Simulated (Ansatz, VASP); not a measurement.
# Be3SeO2 in VASP and in Ansatz

INCAR

```
SYSTEM = Be3SeO2
PREC = Accurate
ENCUT = 600
EDIFF = 1E-7
ISMEAR = 0
SIGMA = 0.1
LREAL = .FALSE.
LASPH = .TRUE.
NELM = 100
ALGO = Normal
ISIF = 3
LWAVE = .FALSE.
LCHARG = .FALSE.
GGA = PE
IBRION = 2
NSW = 100
EDIFFG = -0.01
```

Contents of KPOINTS:

```
Automatic mesh
0
G
  16 16 4
  0 0 0
```

Contents of POSCAR:

```
Be3SeO2
1.0
    2.4111591032      0.0000000000      0.0000000000
    0.0000000000      2.4111591032      0.0000000000
    0.0000000000      0.0000000000     17.1480075590
Be Se O
3 1 2
Direct
    0.0000000000      0.0000000000      0.7380227997
    0.0000000000      0.0000000000      0.2619772003
    0.0000000000      0.0000000000      0.5000000000
    0.5000000000      0.5000000000      0.0000000000
    0.5000000000      0.5000000000      0.2621981520
    0.5000000000      0.5000000000      0.7378018480
```

Input for Ansatz:

```yaml
crystal:
  lattice:
    - [2.4111591032, 0.0, 0.0]
    - [0.0, 2.4111591032, 0.0]
    - [0.0, 0.0, 17.148007559]
  atoms:
    - { symbol: Be, position: [0.0, 0.0, 0.7380227997] }
    - { symbol: Be, position: [0.0, 0.0, 0.2619772003] }
    - { symbol: Be, position: [0.0, 0.0, 0.5] }
    - { symbol: Se, position: [0.5, 0.5, 0.0] }
    - { symbol: O, position: [0.5, 0.5, 0.262198152] }
    - { symbol: O, position: [0.5, 0.5, 0.737801848] }
basis:
  ecutwfc: 420
kpoints:
  mp_grid: { grid: [16, 16, 4] }
hamiltonian:
  xc: pbe
scf:
  occupations: { method: gaussian, width: 0.1 }
output:
  forces: true
  stress: true
  eigenvalues: true
relax:
  adjacent_minimum: "off"
  f_tol: 0.01
  max_steps: 80
  cell: { stress_tol: 0.05 }
```

Change from the starting cell: species swapped into the Li3Tl2Cd type (P4/mmm, No. 123).

Alike in both runs: task relaxation of cell and atoms; functional PBE; k mesh 16 × 16 × 4; occupations gaussian, width 0.1 eV; no spin polarisation.

```csv
,VASP,Ansatz
version,VASP 6.6.1,Ansatz 0.2.0
potentials or method,"VASP PAW PBE potentials, release 64 (Be, Se, O), cutoff 600 eV","scalar-relativistic, plane waves, PAW"
valence electrons in the cell,24,34
```

```csv
,VASP,Ansatz,Ansatz less VASP
"gap on the k mesh at the Fermi level, each at its own relaxed structure (eV)",none,none,-
relaxed volume (Å³/atom),16.18,16.63,+0.452
relaxed cell length with the largest relative difference (Å),16.678,17.157,+0.4782
```

A gap of «none» marks a metal or a gap that the smearing closes. VASP's potentials hold 24 valence electrons a cell and Ansatz's 34, so a difference there can come from the potentials and not from the codes.
